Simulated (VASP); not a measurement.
# Re (Fd-3m) in VASP: a series of runs, part 2 of 2

VASP 6.6.1. The steps go on from the part before.

**4. Single point, RPBE (21.05 Å³/atom)**

This run uses another cell than the first one, of 21.05 Å³/atom.

Contents of INCAR:

```
SYSTEM = Re
PREC = Accurate
ENCUT = 520
EDIFF = 1E-7
ISMEAR = -1
SIGMA = 0.1
LREAL = .False.
LASPH = .True.
NELM = 80
ALGO = Normal
ISIF = 2
LWAVE = .False.
LCHARG = .False.
GGA = RP
NBANDS = 14
```

Contents of KPOINTS:

```
regular mesh
0
Gamma
  11 11 11
  0 0 0
```

Contents of POSCAR:

```
Re
1.0
    0.0000000000      2.7610510639      2.7610510639
    2.7610510639      0.0000000000      2.7610510639
    2.7610510639      2.7610510639      0.0000000000
Re
2
Direct
    0.1250000000      0.1250000000      0.1250000000
    0.8750000000      0.8750000000      0.8750000000
```

Potentials or basis: VASP PAW PBE potentials, release 64 (Re).

Launch:

```sh
> cat potpaw_PBE.64/Re/POTCAR > POTCAR
> mpirun -np 1 vasp_std > vasp.out
```

OUTCAR:

```text
SYSTEM = Re
   PREC = Accurate
   ENCUT = 520
   EDIFF = 1E-7
   ISMEAR = -1
   LREAL = .False.
   LASPH = .True.
   NELM = 80
   ISIF = 2
   GGA = RP

 ion  position               nearest neighbor table
   1  0.125  0.125  0.125-   2 2.39   2 2.39   2 2.39   2 2.39
   2  0.875  0.875  0.875-   1 2.39   1 2.39   1 2.39   1 2.39

  LATTYP: Found a face centered cubic cell.
 ALAT       =     5.5221021278

  Lattice vectors:

 A1 = (   0.0000000000,   2.7610510639,   2.7610510639)
 A2 = (   2.7610510639,   0.0000000000,   2.7610510639)
 A3 = (   2.7610510639,   2.7610510639,   0.0000000000)

Analysis of symmetry for initial positions (statically):
=====================================================================
 Subroutine PRICEL returns:
 Original cell was already a primitive cell.

 Routine SETGRP: Setting up the symmetry group for a
 face centered cubic supercell.

 Subroutine GETGRP returns: Found 48 space group operations
 (whereof 12 operations were pure point group operations)
 out of a pool of 48 trial point group operations.

The static configuration has the point symmetry D_3d.
 The point group associated with its full space group is O_h .

Analysis of symmetry for dynamics (positions and initial velocities):
=====================================================================
 Subroutine PRICEL returns:
 Original cell was already a primitive cell.

 Routine SETGRP: Setting up the symmetry group for a
 face centered cubic supercell.

 Subroutine GETGRP returns: Found 48 space group operations
 (whereof 12 operations were pure point group operations)
 out of a pool of 48 trial point group operations.

The dynamic configuration has the point symmetry D_3d.
 The point group associated with its full space group is O_h .

 Subroutine INISYM returns: Found 48 space group operations
 (whereof 12 operations are pure point group operations),
 and found     1 'primitive' translations

[... 122 lines left out ...]
   IVDW    =     0    specifies the selected vdW correction
   LEPSILON=     F    determine dielectric tensor
   LRPA    =     F    only Hartree local field effects (RPA)
 non-spin polarized calculation
  energy-cutoff  :      520.00
  volume of cell :       42.10
 maximum number of plane-waves:      1147
 NGX is ok and might be reduce to    30
   NGX = 15   NGY = 15   NGZ = 15

 number of electron      13.9999999 magnetization

 Free energy of the ion-electron system (eV)
  ---------------------------------------------------
  ext. energy  EPLUGINS =         0.00000000
  ---------------------------------------------------
  free energy    TOTEN  =       -20.53449313 eV

  energy without entropy =      -20.49610256  energy(sigma->0) =      -20.51529784

 E-fermi :   4.1407     XC(G=0): -11.2685

 val. band max:        4.0668077749   @ k =  -0.4545   0.4545   0.0000
 cond. band min:       4.1575664645   @ k =  -0.3636   0.4545   0.1818
 fundamental gap:      0.0907586896
 Fermi energy:         4.1407001231

 k-point     1 :       0.0000    0.0000    0.0000
  band No.  band energies     occupation
      1      -3.0087      2.00000
      2       0.8317      2.00000
      3       0.8317      2.00000
      4       1.7421      2.00000
      5       1.7421      2.00000
      6       1.7421      2.00000
      7       4.8297      0.00203
      8       4.8297      0.00203
      9       4.8297      0.00203
     10       8.6298      0.00000
     11       8.6298      0.00000
     12      15.6244      0.00000
     13      16.0285      0.00000
     14      17.1446      0.00000
[... 377 lines left out ...]
      1      -1.4475      2.00000
      2       0.3236      2.00000
      3       0.9744      2.00000
      4       1.2983      2.00000
      5       1.8767      2.00000
      6       2.8780      1.99999
      7       3.7286      1.96807
      8       4.2962      0.34884
      9       5.4605      0.00000
     10       7.4222      0.00000
     11       8.9209      0.00000
     12      12.6755      0.00000
     13      13.2206      0.00000
     14      15.2414      0.00000

 [... further k-points ...]

------------------------ aborting loop because EDIFF is reached ----------------------------------------

  FORCE on cell =-STRESS in cart. coord.  units (eV):
  Direction    XX          YY          ZZ          XY          YZ          ZX
  --------------------------------------------------------------------------------------
  -------------------------------------------------------------------------------------
  Total        3.8372250      3.8372250      3.8372250      0.0000000     -0.0000000     -0.0000000
  in kB      146.0409117    146.0409117    146.0409117      0.0000000     -0.0000000     -0.0000000
  external PRESSURE =     146.0409117 kB  Pullay stress =       0.0000000 kB

 VOLUME and BASIS-vectors are now :
 -----------------------------------------------------------------------------
  energy-cutoff  :      520.00
  volume of cell :       42.10
      direct lattice vectors                 reciprocal lattice vectors
     0.000000000  2.761051064  2.761051064    -0.181090457  0.181090457  0.181090457
     2.761051064  0.000000000  2.761051064     0.181090457 -0.181090457  0.181090457
     2.761051064  2.761051064  0.000000000     0.181090457  0.181090457 -0.181090457

 POSITION                                       TOTAL-FORCE (eV/Angst)
 -----------------------------------------------------------------------------------
      0.69026      0.69026      0.69026        -0.000000     -0.000000     -0.000000
      4.83184      4.83184      4.83184         0.000000      0.000000      0.000000
 -----------------------------------------------------------------------------------
    total drift:                               -0.000000      0.000000      0.000000

  FREE ENERGIE OF THE ION-ELECTRON SYSTEM (eV)
  ---------------------------------------------------
  free  energy   TOTEN  =       -20.5344931310 eV

  energy  without entropy=      -20.4961025583  energy(sigma->0) =      -20.51529784
```

OSZICAR:

```text
N       E                     dE             d eps       ncg     rms          rms(c)
DAV:   1     0.227318381990E+02    0.22732E+02   -0.62861E+03  3136   0.113E+03
DAV:   2    -0.197277856096E+02   -0.42460E+02   -0.37299E+02  2608   0.231E+02
DAV:   3    -0.209580519981E+02   -0.12303E+01   -0.12011E+01  2468   0.466E+01
DAV:   4    -0.209757569587E+02   -0.17705E-01   -0.17685E-01  2470   0.501E+00
DAV:   5    -0.209762864025E+02   -0.52944E-03   -0.52936E-03  2476   0.135E+00    0.296E+01
DAV:   6    -0.206774405137E+02    0.29885E+00   -0.19917E-01  2814   0.869E+00    0.157E+01
DAV:   7    -0.205391881695E+02    0.13825E+00   -0.19032E-01  2904   0.821E+00    0.624E-01
DAV:   8    -0.205343647869E+02    0.48234E-02   -0.12398E-02  2620   0.182E+00    0.300E-01
DAV:   9    -0.205344817474E+02   -0.11696E-03   -0.26670E-04  2792   0.285E-01    0.917E-02
DAV:  10    -0.205344893882E+02   -0.76408E-05   -0.14660E-05  2668   0.974E-02    0.383E-02
DAV:  11    -0.205344930777E+02   -0.36895E-05   -0.45274E-06  2580   0.527E-02    0.135E-02
DAV:  12    -0.205344931310E+02   -0.53320E-07   -0.19964E-07  1690   0.187E-02
   1 F= -.20534493E+02 E0= -.20515298E+02  d E =-.383906E-01
```

stdout:

```text
POSCAR found type information on POSCAR Re
 POSCAR found :  1 types and       2 ions
 scaLAPACK will be used
 -----------------------------------------------------------------------------
|                                                                             |
|                                                                             |
|     You enforced a specific xc type in the INCAR file but a different       |
|     I HOPE YOU KNOW WHAT YOU ARE DOING!                                     |
|                                                                             |
 -----------------------------------------------------------------------------

 LDA part: xc-table for (Slater+PW92), standard interpolation
 POSCAR, INCAR and KPOINTS ok, starting setup
 FFT: planning ... GRIDC
 FFT: planning ... GRID_SOFT
 FFT: planning ... GRID
 WAVECAR not read
 entering main loop
```

It took 48 s on 1 thread of Intel Xeon 8259CL, shared host; peak memory 0.18 GiB.

What came out:

* Free energy: -20.5345 eV
* Pressure: 14.6 GPa
* Band gap on the k mesh: zero (bands 7 and 8 overlap by 1.23 eV)

Caveat: the cell stands under pressure; the PAW data sets were made with another functional, which shifts forces and pressure a little; spin-orbit coupling is left out, which moves the levels of the heavy elements.

**5. Summary**

```tsv
cell	k mesh	gap on the mesh (eV)	pressure (GPa)
a = 4.015 Å, angles 60.0°, 2 atoms	10 × 10 × 10	none	-1.6
a = 3.847 Å, angles 60.0°, 2 atoms	11 × 11 × 11	none	25.6
a = 3.905 Å, angles 60.0°, 2 atoms	11 × 11 × 11	none	14.6
```

Alike in all rows: task single point; level RPBE; potentials or basis VASP PAW PBE potentials, release 64 (Re); no spin polarisation; cutoff (eV) 520; smearing fermi-dirac 0.1 eV.

Caveats: the PAW data sets were made with another functional, which shifts forces and pressure a little; spin-orbit coupling is left out, which moves the levels of the heavy elements; the cell stands under pressure (at least some runs).

Absolute energies hang on the potentials; compare differences alone.

The gap in the log of VASP goes by the Fermi energy; the results here count the filled bands.